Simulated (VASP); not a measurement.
# Li3B2H9 in VASP: notebook

Runs on Li3B2H9. Level: PBE. Tasks: single point.

All numbers are computed with VASP 6.6.1; they aren't measurements. Logs are shortened: lines on timing, memory, paths and dates and some standing lists are left out, and cuts for length are marked.

**1. The cell of the first run**

The structure is monoclinic, space group Cm (No. 8). The conventional cell has a = 7.969 Å, b = 9.952 Å, c = 4.282 Å, α = 90.00°, β = 120.68°, γ = 90.00°. Within 2.6 Å of Li (site symmetry 1) lie 8 H at 1.88 to 2.53 Å and 3 B at 2.39 to 2.49 Å. Within 2.6 Å of Li (site symmetry m) lie 6 H at 1.91 to 2.52 Å and 2 B at 2.34 Å. B (site symmetry 1) has 4 H at 1.22 to 1.23 Å within 1.6 Å. Within 1.6 Å of H (site symmetry 1) lie 1 B at 1.22 Å. H (site symmetry 1) has 1 B at 1.22 Å within 1.6 Å. H (site symmetry 1) has 1 B at 1.23 Å within 1.6 Å. Within 1.7 Å of H (site symmetry 1) lie 1 B at 1.23 Å. Within 2.6 Å of H (site symmetry m) lie 4 Li at 1.88 to 2.52 Å.

**2. Single point, PBE**

Contents of INCAR:

```
ALGO     = Normal         # electronic algorithm
EDIFF    = 1E-7           # SCF threshold, eV
ENCUT    = 520            # plane-wave cutoff, eV
GGA      = PE             # functional
ISIF     = 2              # what is computed and relaxed
ISMEAR   = 0              # smearing method
LASPH    = T              # aspherical terms in the spheres
LCHARG   = F              # write CHGCAR
LREAL    = F              # projectors in reciprocal space
LWAVE    = F              # write WAVECAR
NBANDS   = 25             # bands
NELM     = 60             # most SCF steps
PREC     = Accurate       # precision mode
SIGMA    = 0.02           # smearing width, eV
```

Contents of KPOINTS:

```
k-points
0
Gamma
  4 4 6
```

Contents of POSCAR:

```
Li3B2H9
1.0
    3.9844487351     -4.9760615966      0.0044975911
    3.9844487351      4.9760615966      0.0044975911
   -2.1891578747      0.0000000000      3.6804666762
Li B H
3 2 9
Direct
    0.8211487781      0.4511198753      0.0918184560
    0.4511198753      0.8211487781      0.0918184560
    0.4976373029      0.4976373029      0.5080630159
    0.2304404960      0.6972605439      0.4289997786
    0.6972605439      0.2304404960      0.4289997786
    0.7731032625      0.1629751549      0.6640529433
    0.7459836109      0.1369920034      0.1781551121
    0.7922117812      0.4468123092      0.5553022309
    0.1369920034      0.7459836109      0.1781551121
    0.1629751549      0.7731032625      0.6640529433
    0.1742337346      0.4804505309      0.3185357362
    0.4804505309      0.1742337346      0.3185357362
    0.4468123092      0.7922117812      0.5553022309
    0.5797578582      0.5797578582      0.0128421825
```

Potentials or basis: VASP PAW PBE potentials, release 64 (Li_sv, B, H).

Started as:

```bash
$ cat potpaw_PBE.64/Li_sv/POTCAR potpaw_PBE.64/B/POTCAR potpaw_PBE.64/H/POTCAR > POTCAR
$ mpirun -np 1 vasp_std > vasp.out
```

OUTCAR:

```text
EDIFF = 1E-7
   ENCUT = 520
   GGA = PE
   ISIF = 2
   ISMEAR = 0
   LASPH = T
   LREAL = F
   NELM = 60
   PREC = Accurate

 ion  position               nearest neighbor table
   1  0.821  0.451  0.092-
   2  0.451  0.821  0.092-
   3  0.498  0.498  0.508-   4 2.34   5 2.34
   4  0.230  0.697  0.429-  10 1.22   9 1.22  13 1.23  11 1.23   3 2.34
   5  0.697  0.230  0.429-   6 1.22   7 1.22   8 1.23  12 1.23   3 2.34
   6  0.773  0.163  0.664-   5 1.22
   7  0.746  0.137  0.178-   5 1.22
   8  0.792  0.447  0.555-   5 1.23
   9  0.137  0.746  0.178-   4 1.22
  10  0.163  0.773  0.664-   4 1.22
  11  0.174  0.480  0.319-   4 1.23
  12  0.480  0.174  0.319-   5 1.23
  13  0.447  0.792  0.555-   4 1.23
  14  0.580  0.580  0.013-

  LATTYP: Found a base centered monoclinic cell.
 ALAT       =     7.9689025470
 B/A-ratio  =     1.2488699836
 C/A-ratio  =     0.5373786340
 COS(beta)  =    -0.5102381561

  Lattice vectors:

 A1 = (   3.9844487351,  -4.9760615966,   0.0044975911)
 A2 = (   3.9844487351,   4.9760615966,   0.0044975911)
 A3 = (  -2.1891578747,   0.0000000000,   3.6804666762)

Analysis of symmetry for initial positions (statically):
=====================================================================
 Subroutine PRICEL returns:
 Original cell was already a primitive cell.

 Routine SETGRP: Setting up the symmetry group for a
 base centered monoclinic supercell.

 Subroutine GETGRP returns: Found  2 space group operations
 (whereof  2 operations were pure point group operations)
 out of a pool of  4 trial point group operations.

The static configuration has the point symmetry C_1h.

Analysis of symmetry for dynamics (positions and initial velocities):
=====================================================================
 Subroutine PRICEL returns:
 Original cell was already a primitive cell.

 Routine SETGRP: Setting up the symmetry group for a
 base centered monoclinic supercell.

 Subroutine GETGRP returns: Found  2 space group operations
 (whereof  2 operations were pure point group operations)
 out of a pool of  4 trial point group operations.

The dynamic configuration has the point symmetry C_1h.
[... 131 lines left out ...]
   POTIM  = 0.5000    time-step for ionic-motion
   TEBEG  =    0.0;   TEEND  =   0.0 temperature during run
   PSTRESS=    0.0 pullay stress
   NELECT =      24.0000    total number of electrons
   NUPDOWN=      -1.0000    fix difference up-down
   EMIN   =  10.00;   EMAX   =-10.00  energy-range for DOS
   EFERMI =   0.00;   METHOD = LEGACY
   ISMEAR =     0;   SIGMA  =   0.02  broadening in eV -4-tet -1-fermi 0-gaus
   EFERMI_NEDOS =   21; number of points for ismear=-14 and -15
   IALGO  =     38    algorithm
   IMIX   =      4    mixing-type and parameters
     AMIX     =   0.40;   BMIX     =  1.00
     AMIX_MAG =   1.60;   BMIX_MAG =  1.00
  volume/ion in A,a.u.               =      10.43        70.40
  Fermi-wavevector in a.u.,A,eV,Ry     =   0.896711  1.694538 10.940315  0.804090
  Thomas-Fermi vector in A             =   2.019204
   LORBIT       =      0    0 simple, 1 ext, 2 COOP (PROOUT), +10 PAW based schemes
   GGA     = PE    functional components
   LHFCALC =     F    Hartree Fock is set to
   AEXX    =    0.0000 exact exchange contribution
   IVDW    =     0    specifies the selected vdW correction
   LEPSILON=     F    determine dielectric tensor
   LRPA    =     F    only Hartree local field effects (RPA)
 non-spin polarized calculation
 Gauss-broadening in eV      SIGMA  =   0.02
  energy-cutoff  :      520.00
  volume of cell :      146.04
 maximum number of plane-waves:      3951
   NGX = 23   NGY = 23   NGZ = 15

 number of electron      24.0000001 magnetization

 Free energy of the ion-electron system (eV)
  ---------------------------------------------------
  ext. energy  EPLUGINS =         0.00000000
  ---------------------------------------------------
  free energy    TOTEN  =       -54.10607446 eV

  energy without entropy =      -54.10607446  energy(sigma->0) =      -54.10607446

 E-fermi :  -2.3512     XC(G=0):  -6.7362

 val. band max:       -2.4945810499   @ k =   0.5000   0.5000   0.0000
 cond. band min:       2.2868908493   @ k =   0.0000   0.0000   0.0000
 fundamental gap:      4.7814718992
 Fermi energy:        -2.3511574075

 k-point     1 :       0.0000    0.0000    0.0000
  band No.  band energies     occupation
      1     -46.7252      2.00000
      2     -46.7239      2.00000
      3     -46.6347      2.00000
      4     -10.5587      2.00000
      5      -9.8343      2.00000
      6      -5.8907      2.00000
[... 637 lines left out ...]
     23       7.6481      0.00000
     24       8.0958      0.00000

 [... further k-points ...]

 [bands above 24 left out]

------------------------ aborting loop because EDIFF is reached ----------------------------------------

  FORCE on cell =-STRESS in cart. coord.  units (eV):
  Direction    XX          YY          ZZ          XY          YZ          ZX
  --------------------------------------------------------------------------------------
  -------------------------------------------------------------------------------------
  Total       -0.1576712     -0.1132942     -0.1128342      0.0000000      0.0000000      0.0132079
  in kB       -1.7297553     -1.2429105     -1.2378644      0.0000000      0.0000000      0.1448987
  external PRESSURE =      -1.4035100 kB  Pullay stress =       0.0000000 kB

 VOLUME and BASIS-vectors are now :
 -----------------------------------------------------------------------------
  energy-cutoff  :      520.00
  volume of cell :      146.04
      direct lattice vectors                 reciprocal lattice vectors
     3.984448735 -4.976061597  0.004497591     0.125403677 -0.100481071  0.074590662
     3.984448735  4.976061597  0.004497591     0.125403677  0.100481071  0.074590662
    -2.189157875  0.000000000  3.680466676    -0.000306491  0.000000000  0.271522372

 POSITION                                       TOTAL-FORCE (eV/Angst)
 -----------------------------------------------------------------------------------
      4.86828     -1.84129      0.34366         0.005550     -0.001846      0.000444
      4.86828      1.84129      0.34366         0.005550      0.001846      0.000444
      2.85339      0.00000      1.87439        -0.006183      0.000000     -0.005045
      2.75723      2.32293      1.58309        -0.006490      0.008367      0.006208
      2.75723     -2.32293      1.58309        -0.006490     -0.008367      0.006208
      2.27604     -3.03604      2.44823        -0.001313     -0.004315      0.000677
      3.12816     -3.03038      0.65967         0.006267     -0.003297     -0.004447
      3.72118     -1.71873      2.04934         0.001313      0.004632     -0.000992
      3.12816      3.03038      0.65967         0.006267      0.003297     -0.004447
      2.27604      3.03604      2.44823        -0.001313      0.004315      0.000677
      1.91123      1.52375      1.17530        -0.005365     -0.005694      0.000284
      1.91123     -1.52375      1.17530        -0.005365      0.005694      0.000284
      3.72118      1.71873      2.04934         0.001313     -0.004632     -0.000992
      4.59192      0.00000      0.05248         0.006258      0.000000      0.000699
 -----------------------------------------------------------------------------------
    total drift:                               -0.000281      0.000000      0.001104

  FREE ENERGIE OF THE ION-ELECTRON SYSTEM (eV)
  ---------------------------------------------------
  free  energy   TOTEN  =       -54.1060744565 eV

  energy  without entropy=      -54.1060744565  energy(sigma->0) =      -54.10607446
```

OSZICAR:

```text
N       E                     dE             d eps       ncg     rms          rms(c)
DAV:   1     0.816350752388E+02    0.81635E+02   -0.97759E+03  1700   0.876E+02
DAV:   2    -0.431259343488E+02   -0.12476E+03   -0.12015E+03  1970   0.211E+02
DAV:   3    -0.588339365938E+02   -0.15708E+02   -0.15575E+02  2816   0.528E+01
DAV:   4    -0.602133377078E+02   -0.13794E+01   -0.13713E+01  2560   0.169E+01
DAV:   5    -0.603124668671E+02   -0.99129E-01   -0.99122E-01  2479   0.398E+00    0.113E+01
DAV:   6    -0.552386160333E+02    0.50739E+01   -0.46904E+00  1919   0.880E+00    0.579E+00
DAV:   7    -0.541108704819E+02    0.11277E+01   -0.28275E+00  2112   0.628E+00    0.202E+00
DAV:   8    -0.540999624801E+02    0.10908E-01   -0.53849E-01  2394   0.301E+00    0.520E-01
DAV:   9    -0.541001422895E+02   -0.17981E-03   -0.67018E-02  2190   0.108E+00    0.340E-01
DAV:  10    -0.541054047730E+02   -0.52625E-02   -0.11238E-02  1967   0.532E-01    0.656E-02
DAV:  11    -0.541059324420E+02   -0.52767E-03   -0.12843E-03  2166   0.191E-01    0.578E-02
DAV:  12    -0.541061034208E+02   -0.17098E-03   -0.43865E-04  1892   0.102E-01    0.298E-02
DAV:  13    -0.541060666691E+02    0.36752E-04   -0.12333E-04  2271   0.494E-02    0.742E-03
DAV:  14    -0.541060742954E+02   -0.76262E-05   -0.11363E-05  1916   0.180E-02    0.117E-03
DAV:  15    -0.541060745607E+02   -0.26536E-06   -0.55986E-07  2544   0.377E-03    0.122E-03
DAV:  16    -0.541060744211E+02    0.13963E-06   -0.10051E-07  1671   0.179E-03    0.293E-04
DAV:  17    -0.541060744565E+02   -0.35404E-07   -0.14825E-08  1125   0.662E-04
   1 F= -.54106074E+02 E0= -.54106074E+02  d E =-.544778E-26
```

It took 74 s on 1 thread of Intel Xeon 6975P-C (Granite Rapids), shared host; peak memory 0.3 GiB.

What came out:

- Free energy: -54.1061 eV
- Largest force: 0.012 eV/Å
- Band gap on the k mesh: 4.78 eV (least direct gap 5.02 eV)

Forces in eV/Å, atoms in the order of the input:
```
Li   0.006 -0.002  0.000
Li   0.006  0.002  0.000
Li  -0.006  0.000 -0.005
B   -0.006  0.008  0.006
B   -0.006 -0.008  0.006
H   -0.001 -0.004  0.001
H    0.006 -0.003 -0.004
H    0.001  0.005 -0.001
H    0.006  0.003 -0.004
H   -0.001  0.004  0.001
H   -0.005 -0.006  0.000
H   -0.005  0.006  0.000
H    0.001 -0.005 -0.001
H    0.006  0.000  0.001
```

Caveat: the cutoff is under 1.25 times the usual one of these potentials, so pressure, stress and relaxed cells hold a basis-set (Pulay) error.

**3. Single point, PBE**

This run uses another cell than the first one, of 10.41 Å³/atom.

Contents of INCAR:

```
SYSTEM = Li3B2H9
PREC = Accurate
ENCUT = 520
EDIFF = 1E-7
ISMEAR = 0
SIGMA = 0.1
LREAL = .FALSE.
LASPH = .TRUE.
NELM = 80
ALGO = Normal
ISIF = 2
LWAVE = .FALSE.
LCHARG = .FALSE.
GGA = PE
NBANDS = 25
```

Contents of KPOINTS:

```
regular mesh
0
G
  4 4 4
  0 0 0
```

Contents of POSCAR:

```
Li3B2H9
1.0
    4.2760008508      0.0776623758     -0.0050680057
    2.0728206646      6.0184436286      0.4680618254
    0.0598983269      3.4272524622      5.9675502390
Li B H
3 2 9
Direct
    0.3551687395      0.3707637766      0.1768722554
    0.7234766485      0.6271198033      0.5507910631
    0.9884565893      0.9999545336      0.5025785194
    0.2689143777      0.5314394520      0.7701533244
    0.8045151639      0.4693971459      0.2997685649
    0.5018066821      0.6139021826      0.2297548313
    0.9650029607      0.6116393152      0.2448872716
    0.8814427817      0.3443036130      0.2071196625
    0.5698836110      0.3881884995      0.8591940527
    0.1082074000      0.3880795573      0.8425060098
    0.1730193520      0.6950003567      0.8247105837
    0.8700546447      0.3097948411      0.5158833040
    0.2277097731      0.6509581342      0.5550070147
    0.5623412757      0.9994587892      0.4207735425
```

Potentials or basis: VASP PAW PBE potentials, release 64 (Li_sv, B, H).

Started as:

```bash
$ cat potpaw_PBE.64/Li_sv/POTCAR potpaw_PBE.64/B/POTCAR potpaw_PBE.64/H/POTCAR > POTCAR
$ mpirun -np 1 vasp_std > vasp.out
```

OUTCAR:

```text
SYSTEM = Li3B2H9
   PREC = Accurate
   ENCUT = 520
   EDIFF = 1E-7
   ISMEAR = 0
   LREAL = .FALSE.
   LASPH = .TRUE.
   NELM = 80
   ISIF = 2
   GGA = PE

 ion  position               nearest neighbor table
   1  0.355  0.371  0.177-
   2  0.723  0.627  0.551-
   3  0.988  1.000  0.503-   5 2.34   4 2.34
   4  0.269  0.531  0.770-  10 1.22   9 1.22  13 1.23  11 1.23   3 2.34
   5  0.805  0.469  0.300-   6 1.22   7 1.22   8 1.23  12 1.23   3 2.34
[... 893 lines left out ...]
  energy-cutoff  :      520.00
  volume of cell :      145.72
      direct lattice vectors                 reciprocal lattice vectors
     4.276000851  0.077662376 -0.005068006     0.235456451 -0.084692911  0.046277037
     2.072820665  6.018443629  0.468061825    -0.003299593  0.175111124 -0.100535792
     0.059898327  3.427252462  5.967550239     0.000458766 -0.013806680  0.175497726

 POSITION                                       TOTAL-FORCE (eV/Angst)
 -----------------------------------------------------------------------------------
      2.29782      2.86519      1.22723         0.003493     -0.002050      0.003329
      4.42649      5.71817      3.57674         0.004500      0.004463     -0.002631
      6.32947      7.81740      3.46219         0.000936      0.000309      0.000442
      2.29759      5.85883      4.84331        -0.001088     -0.003099      0.007229
      4.43104      3.91490      2.00451         0.000009      0.003742      0.003081
      3.43200      4.52113      1.65587        -0.014749      0.004527     -0.005080
      5.40884      4.59535      1.74277         0.011918      0.006126     -0.002627
      4.49514      2.85048      1.39269         0.000744     -0.004104     -0.004107
      3.29293      5.32522      5.30609         0.011631     -0.003155      0.003110
      1.31758      5.23152      5.20879        -0.012715     -0.004763      0.002334
      2.22984      7.02275      5.24593        -0.003100      0.003985     -0.000128
      4.39340      3.70012      3.21915        -0.003027     -0.004838      0.003478
      2.35625      5.83759      3.61557         0.001832     -0.001206     -0.007099
      4.50147      7.50096      2.97595        -0.000384      0.000064     -0.001331
 -----------------------------------------------------------------------------------
    total drift:                               -0.000240     -0.000247     -0.000122

  FREE ENERGIE OF THE ION-ELECTRON SYSTEM (eV)
  ---------------------------------------------------
  free  energy   TOTEN  =       -54.1047397512 eV

  energy  without entropy=      -54.1047397512  energy(sigma->0) =      -54.10473975
```

Wall time 86 s (1 thread of Intel Xeon 6975P-C (Granite Rapids), shared host); peak memory 0.32 GiB.

What came out:

```yaml
Free_energy: -54.1047 eV
Largest_force: 0.016 eV/Å
Band_gap_on_the_k_mesh: 4.74 eV (least direct gap 4.98 eV)
```

Forces in eV/Å, atoms in the order of the input:
```
Li   0.003 -0.002  0.003
Li   0.004  0.004 -0.003
Li   0.001  0.000  0.000
B   -0.001 -0.003  0.007
B    0.000  0.004  0.003
H   -0.015  0.005 -0.005
H    0.012  0.006 -0.003
H    0.001 -0.004 -0.004
H    0.012 -0.003  0.003
H   -0.013 -0.005  0.002
H   -0.003  0.004  0.000
H   -0.003 -0.005  0.003
H    0.002 -0.001 -0.007
H    0.000  0.000 -0.001
```

Caveat: the cutoff is under 1.25 times the usual one of these potentials, so pressure, stress and relaxed cells hold a basis-set (Pulay) error.
